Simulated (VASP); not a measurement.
# NaH2 (R-3m) in VASP: relaxation of cell and atoms with PBE

Aim: the relaxation of cell and atoms of NaH2 with PBE.

Everything below comes from runs of VASP 6.6.1. Logs are shortened: lines on timing, memory, paths and dates and some standing lists are left out, and cuts for length are marked.

### 1 The cell of the first run

It takes space group R-3m (No. 166, trigonal). Conventional cell: a = 3.417 Å, b = 3.417 Å, c = 16.739 Å, α = 90.00°, β = 90.00°, γ = 120.00°. Na (site symmetry -3m) has 6 H at 2.42 Å within 3.2 Å. Within 3.2 Å of H (site symmetry 3m) lie 3 Na at 2.42 Å.

### 2 Relaxation of cell and atoms, PBE (atoms taken out)

Contents of INCAR:

```
SYSTEM = NaH2
ALGO     = Normal         ! electronic algorithm
EDIFF    = 1E-7           ! SCF threshold, eV
EDIFFG   = -0.0325        ! ionic threshold
ENCUT    = 1130           ! plane-wave cutoff, eV
GGA      = PE             ! functional
GGA_COMPAT= .FALSE.      
IBRION   = 2              ! ionic algorithm
ISIF     = 3              ! what is computed and relaxed
ISMEAR   = 0              ! smearing method
LASPH    = .TRUE.         ! aspherical terms in the spheres
LCHARG   = .FALSE.        ! write CHGCAR
LREAL    = .FALSE.        ! projectors in reciprocal space
LWAVE    = .FALSE.        ! write WAVECAR
NELM     = 120            ! most SCF steps
NELMIN   = 4            
NSW      = 90             ! ionic steps
PREC     = Accurate       ! precision mode
SIGMA    = 0.1            ! smearing width, eV
```

Contents of KPOINTS:

```
k-points
0
G
  6 6 6
  0 0 0
```

Contents of POSCAR:

```
NaH2
1.0
    0.0000000000      4.8320806395      4.8320806395
    2.4160403198      0.0000000000      2.4160403198
    2.4160403198      2.4160403198      0.0000000000
Na H
1 2
Direct
    0.0000000000      0.0000000000      0.0000000000
    0.2500000000      0.5000000000      0.5000000000
    0.7500000000      0.5000000000      0.5000000000
```

Potentials or basis: VASP PAW PBE potentials, release 64 (Na_sv, H).

Launch:

```console
> cat potpaw_PBE.64/Na_sv/POTCAR potpaw_PBE.64/H/POTCAR > POTCAR
> mpirun -np 1 vasp_std > vasp.out
```

OUTCAR:

```text
SYSTEM = NaH2
   EDIFF = 1E-7
   EDIFFG = -0.0325
   ENCUT = 1130
   GGA = PE
   IBRION = 2
   ISIF = 3
   ISMEAR = 0
   LASPH = .TRUE.
   LREAL = .FALSE.
   NELM = 120
   NELMIN = 4
   NSW = 90
   PREC = Accurate

 ion  position               nearest neighbor table
   1  0.000  0.000  0.000-
   2  0.250  0.500  0.500-
   3  0.750  0.500  0.500-

  LATTYP: Found a trigonal (rhomboedric) cell.
 ALAT       =     5.9180659814
 COS(alpha) =     0.8333333333

  Lattice vectors:

 A1 = (   2.4160403198,  -2.4160403197,  -4.8320806395)
 A2 = (   4.8320806396,  -2.4160403197,  -2.4160403197)
 A3 = (   2.4160403198,  -4.8320806395,  -2.4160403197)

Analysis of symmetry for initial positions (statically):
=====================================================================
 Subroutine PRICEL returns:
 Original cell was already a primitive cell.

 Routine SETGRP: Setting up the symmetry group for a
 trigonal (rhombohedral) supercell.

 Subroutine GETGRP returns: Found 12 space group operations
 (whereof 12 operations were pure point group operations)
 out of a pool of 12 trial point group operations.

The static configuration has the point symmetry D_3d.

Analysis of symmetry for dynamics (positions and initial velocities):
=====================================================================
 Subroutine PRICEL returns:
 Original cell was already a primitive cell.

 Routine SETGRP: Setting up the symmetry group for a
 trigonal (rhombohedral) supercell.

 Subroutine GETGRP returns: Found 12 space group operations
 (whereof 12 operations were pure point group operations)
 out of a pool of 12 trial point group operations.

The dynamic configuration has the point symmetry D_3d.

 Subroutine INISYM returns: Found 12 space group operations
 (whereof 12 operations are pure point group operations),
 and found     1 'primitive' translations

----------------------------------------------------------------------------------------

                                     Primitive cell

  volume of cell :      56.4121

  direct lattice vectors                    reciprocal lattice vectors
     0.000000000  4.832080639  4.832080639    -0.103475094  0.103475094  0.103475094
     2.416040320  0.000000000  2.416040320     0.206950189 -0.206950189  0.206950189
     2.416040320  2.416040320  0.000000000     0.206950189  0.206950189 -0.206950189

  length of vectors
     6.833593975  3.416796988  3.416796988     0.179224121  0.358448241  0.358448241

  position of ions in fractional coordinates (direct lattice)
     0.000000000  0.000000000  0.000000000
     0.250000000  0.500000000  0.500000000
     0.750000000  0.500000000  0.500000000

  ion indices of the primitive-cell ions
   primitive index   ion index
                 1           1
                 2           2
                 3           3

----------------------------------------------------------------------------------------

 KPOINTS: k-points

Automatic generation of k-mesh.
 Grid dimensions read from file:
 generate k-points for:    6    6    6

 Generating k-lattice:

  Cartesian coordinates                     Fractional coordinates (reciprocal lattice)
    -0.017245849  0.017245849  0.017245849     0.166666667  0.000000000  0.000000000
     0.034491698 -0.034491698  0.034491698     0.000000000  0.166666667  0.000000000
     0.034491698  0.034491698 -0.034491698     0.000000000  0.000000000  0.166666667

  Length of vectors
     0.029870687  0.059741374  0.059741374

  Shift w.r.t. Gamma in fractional coordinates (k-lattice)
     0.000000000  0.000000000  0.000000000

 Subroutine IBZKPT returns following result:
 ===========================================

 Found     32 irreducible k-points:

 Following reciprocal coordinates:
            Coordinates               Weight
  0.000000  0.000000  0.000000      1.000000
  0.166667  0.000000  0.000000      2.000000
  0.333333  0.000000  0.000000      2.000000
  0.500000  0.000000  0.000000      1.000000
  0.000000  0.166667  0.000000      6.000000
  0.166667  0.166667  0.000000      6.000000
[... 16 lines left out ...]
  0.333333  0.333333  0.166667      6.000000
 -0.166667  0.333333  0.166667      6.000000
 [... further k-points ...]
   k-points           NKPTS =     32   k-points in BZ     NKDIM =     32   number of bands    NBANDS=      9
   number of dos      NEDOS =    301   number of ions     NIONS =      3
   total plane-waves  NPLWV = 128000
   dimension x,y,z NGX =    80 NGY =   40 NGZ =   40
   dimension x,y,z NGXF=   160 NGYF=   80 NGZF=   80
   ions per type =               1   2
   NGX,Y,Z   is equivalent  to a cutoff of  19.46, 19.46, 19.46 a.u.
   NGXF,Y,Z  is equivalent  to a cutoff of  38.92, 38.92, 38.92 a.u.
 SYSTEM =  NaH2
   PREC   = accura    normal or accurate (medium, high low for compatibility)
   ISTART =      0    job   : 0-new  1-cont  2-samecut
   ICHARG =      2    charge: 1-file 2-atom 10-const
   ISPIN  =      1    spin polarized calculation?
   LNONCOLLINEAR =      F non collinear calculations
   LSORBIT =      F    spin-orbit coupling
   LASPH  =      T    aspherical Exc in radial PAW
   ENCUT  = 1130.0 eV  83.05 Ry    9.11 a.u.  18.73  9.37  9.37*2*pi/ulx,y,z
   NELM   =    120;   NELMIN=  4; NELMDL= -5     # of ELM steps
   EDIFF  = 0.1E-06   stopping-criterion for ELM
   LREAL  =      F    real-space projection
   EDIFFG = -.3E-01   stopping-criterion for IOM
   NSW    =     90    number of steps for IOM
   IBRION =      2    ionic relax: 0-MD 1-quasi-New 2-CG
   NFREE  =      1    steps in history (QN), initial steepest desc. (CG)
   ISIF   =      3    stress and relaxation
   ISYM   =      2    0-nonsym 1-usesym 2-fastsym
   POTIM  = 0.5000    time-step for ionic-motion
   TEBEG  =    0.0;   TEEND  =   0.0 temperature during run
   PSTRESS=    0.0 pullay stress
   NELECT =      11.0000    total number of electrons
   NUPDOWN=      -1.0000    fix difference up-down
   EMIN   =  10.00;   EMAX   =-10.00  energy-range for DOS
   EFERMI =   0.00;   METHOD = LEGACY
   ISMEAR =     0;   SIGMA  =   0.10  broadening in eV -4-tet -1-fermi 0-gaus
   EFERMI_NEDOS =   21; number of points for ismear=-14 and -15
   IALGO  =     38    algorithm
   IMIX   =      4    mixing-type and parameters
     AMIX     =   0.40;   BMIX     =  1.00
     AMIX_MAG =   1.60;   BMIX_MAG =  1.00
  volume/ion in A,a.u.               =      18.80       126.90
  Fermi-wavevector in a.u.,A,eV,Ry     =   0.949325  1.793964 12.261813  0.901218
  Thomas-Fermi vector in A             =   2.077597
   LORBIT       =      0    0 simple, 1 ext, 2 COOP (PROOUT), +10 PAW based schemes
   GGA     = PE    functional components
   LHFCALC =     F    Hartree Fock is set to
   AEXX    =    0.0000 exact exchange contribution
   IVDW    =     0    specifies the selected vdW correction
   LEPSILON=     F    determine dielectric tensor
   LRPA    =     F    only Hartree local field effects (RPA)
 conjugate gradient relaxation of ions
 non-spin polarized calculation
 Gauss-broadening in eV      SIGMA  =   0.10
  energy-cutoff  :     1130.00
  volume of cell :       56.41
 maximum number of plane-waves:      4902
 NGX is ok and might be reduce to    80
   NGX = 37   NGY = 19   NGZ = 19

--------------------------------------- Ionic step        1  -------------------------------------------

 number of electron      11.0000003 magnetization

 Free energy of the ion-electron system (eV)
  ---------------------------------------------------
  ext. energy  EPLUGINS =         0.00000000
  ---------------------------------------------------
  free energy    TOTEN  =        -5.54059250 eV

  energy without entropy =       -5.52144260  energy(sigma->0) =       -5.53101755

------------------------ aborting loop because EDIFF is reached ----------------------------------------

  FORCE on cell =-STRESS in cart. coord.  units (eV):
  Direction    XX          YY          ZZ          XY          YZ          ZX
  --------------------------------------------------------------------------------------
  -------------------------------------------------------------------------------------
  Total       -0.5922933     -0.5922933     -0.5922933      0.4063671     -0.4063671      0.4063671
  in kB      -16.8218937    -16.8218937    -16.8218937     11.5413500    -11.5413500     11.5413500
  external PRESSURE =     -16.8218937 kB  Pullay stress =       0.0000000 kB
[... 92 lines left out ...]
  FREE ENERGIE OF THE ION-ELECTRON SYSTEM (eV)
  ---------------------------------------------------
  free  energy   TOTEN  =        -5.6759991347 eV

  energy  without entropy=       -5.6592509343  energy(sigma->0) =       -5.66762503

 E-fermi :   0.1950     XC(G=0):  -8.8769

 val. band max:        0.1779384078   @ k =  -0.3333   0.1667   0.0000
 cond. band min:       0.2306111646   @ k =   0.3333   0.5000   0.1667
 fundamental gap:      0.0526727568
 Fermi energy:         0.1949998355

 k-point     1 :       0.0000    0.0000    0.0000
  band No.  band energies     occupation
      1     -49.4461      2.00000
      2     -21.3251      2.00000
      3     -21.3173      2.00000
      4     -21.3173      2.00000
      5      -5.9742      2.00000
      6       3.4732      0.00000
      7      12.8728      0.00000
      8      16.2168      0.00000
      9      17.4711      0.00000
[... 265 lines left out ...]
 k-point    24 :      -0.1667    0.3333    0.1667
  band No.  band energies     occupation
      1     -49.4245      2.00000
      2     -21.4961      2.00000
      3     -21.3940      2.00000
      4     -21.3701      2.00000
      5      -1.3312      2.00000
      6      -0.1835      2.00000
      7       5.8749      0.00000
      8       8.6816      0.00000
      9      13.1758      0.00000

 [... further k-points ...]

[... ionic steps 4 to 17 ...]

--------------------------------------- Ionic step       18  -------------------------------------------

 number of electron      11.0000000 magnetization

------------------------ aborting loop because EDIFF is reached ----------------------------------------

  FORCE on cell =-STRESS in cart. coord.  units (eV):
  Direction    XX          YY          ZZ          XY          YZ          ZX
  --------------------------------------------------------------------------------------
  -------------------------------------------------------------------------------------
  Total        0.0857829      0.0857829      0.0857829     -0.0903123      0.0903123     -0.0903123
  in kB        3.8307201      3.8307201      3.8307201     -4.0329835      4.0329835     -4.0329835
  external PRESSURE =       3.8307201 kB  Pullay stress =       0.0000000 kB
[... 59 lines left out ...]
  energy  without entropy=       -6.3973441345  energy(sigma->0) =       -6.40147866

--------------------------------------- Ionic step       20  -------------------------------------------

 number of electron      11.0000001 magnetization

 Free energy of the ion-electron system (eV)
  ---------------------------------------------------
  ext. energy  EPLUGINS =         0.00000000
  ---------------------------------------------------
  free energy    TOTEN  =        -6.40761011 eV

  energy without entropy =       -6.39943477  energy(sigma->0) =       -6.40352244

 E-fermi :  -1.4844     XC(G=0):  -7.6171

 val. band max:       -1.5478530749   @ k =   0.5000   0.1667   0.0000
 cond. band min:      -1.4671597873   @ k =   0.1667   0.5000   0.1667
 fundamental gap:      0.0806932876
 Fermi energy:        -1.4844059855

 k-point     1 :       0.0000    0.0000    0.0000
  band No.  band energies     occupation
      1     -51.2837      2.00000
      2     -23.1947      2.00000
      3     -23.1883      2.00000
      4     -23.1883      2.00000
      5      -6.0877      2.00000
      6       0.8791      0.00000
      7      10.2979      0.00000
      8      10.2979      0.00000
      9      10.5474      0.00000
[... 306 lines left out ...]
  FREE ENERGIE OF THE ION-ELECTRON SYSTEM (eV)
  ---------------------------------------------------
  free  energy   TOTEN  =        -6.4076101106 eV

  energy  without entropy=       -6.3994347659  energy(sigma->0) =       -6.40352244

 reached required accuracy - stopping structural energy minimisation
```

Run time: 6.2 min. Hardware: 1 thread of AMD EPYC 9R45 (Zen 5), shared host; peak memory 0.34 GiB.

What came out:

* Free energy: -6.4076 eV
* Relaxed volume: 12.16 Å³/atom
* Relaxed cell: a = 5.267 Å, b = 3.772 Å, c = 3.772 Å, α = 60.00°, β = 44.27°, γ = 44.27°
* Space group after relaxing (to 0.1 Å): R-3m (No. 166)
* Energy gained by relaxing: 289.0 meV/atom
* Ionic steps: 20
* Pressure after relaxing: 0.0 GPa
* Largest force after relaxing: 0.023 eV/Å
* Band gap on the k mesh: zero (an odd number of electrons rules out a gap without spin polarisation)

Forces in eV/Å, atoms in the order of the input:
```
Na   0.000  0.000  0.000
H    0.013 -0.013 -0.013
H   -0.013  0.013  0.013
```

The path:
| step | energy change (eV) | largest force (eV/Å) | pressure (GPa) | volume (Å³) |
| --- | --- | --- | --- | --- |
| 1 | 0.0000 | 0.2649 | -1.68 | 56.41 |
| 2 | -0.0377 | 0.2143 | -1.38 | 54.81 |
| 3 | -0.1354 | 0.0741 | -0.31 | 50.09 |
| 4 | -0.2945 | 0.2275 | 2.66 | 41.09 |
| 5 | -0.1634 | 0.4236 | 21.90 | 24.76 |
| 6 | -0.3693 | 0.3246 | 3.22 | 38.32 |
| 7 | -0.4070 | 0.5096 | 7.70 | 32.50 |
| 8 | -0.3974 | 0.4060 | 4.66 | 35.97 |
| 9 | -0.4238 | 0.4093 | 4.78 | 35.57 |
| 10 | -0.5012 | 0.4142 | 5.19 | 34.33 |
| 11 | -0.6302 | 0.3382 | 6.50 | 31.67 |
| 12 | -0.4278 | 0.6362 | 16.13 | 25.58 |
| 13 | -0.6775 | 0.2411 | 7.69 | 30.09 |
| 14 | -0.6771 | 0.1632 | 8.67 | 29.25 |
| 15 | -0.7464 | 0.1064 | 6.53 | 30.43 |
| 16 | -0.8537 | 0.0189 | 1.84 | 34.10 |
| 17 | -0.8631 | 0.0521 | 0.70 | 35.46 |
| 18 | -0.8636 | 0.0611 | 0.38 | 35.88 |
| 19 | -0.8650 | 0.0505 | 0.28 | 36.03 |
| 20 | -0.8670 | 0.0231 | -0.01 | 36.49 |

Final structure:
```cif
data_structure
_symmetry_space_group_name_H-M 'P 1'
_symmetry_Int_Tables_number 1
_cell_length_a 5.2668
_cell_length_b 3.7716
_cell_length_c 3.7716
_cell_angle_alpha 60.000
_cell_angle_beta 44.266
_cell_angle_gamma 44.266
_cell_volume 36.49
loop_
_atom_site_label
_atom_site_type_symbol
_atom_site_fract_x
_atom_site_fract_y
_atom_site_fract_z
_atom_site_occupancy
Na1 Na 0.00000 0.00000 0.00000 1
H1 H 0.21510 0.52326 0.52326 1
H2 H 0.78490 0.47674 0.47674 1
```

Caveat: the cell differs from its parent crystal (atoms taken out); the volume moved by over 15 % at a fixed basis, so the end points are rough; an odd number of electrons without spin polarisation forces a metal; a magnetic or distorted state may lie lower.

The gap in the log of VASP goes by the Fermi energy; the results here count the filled bands.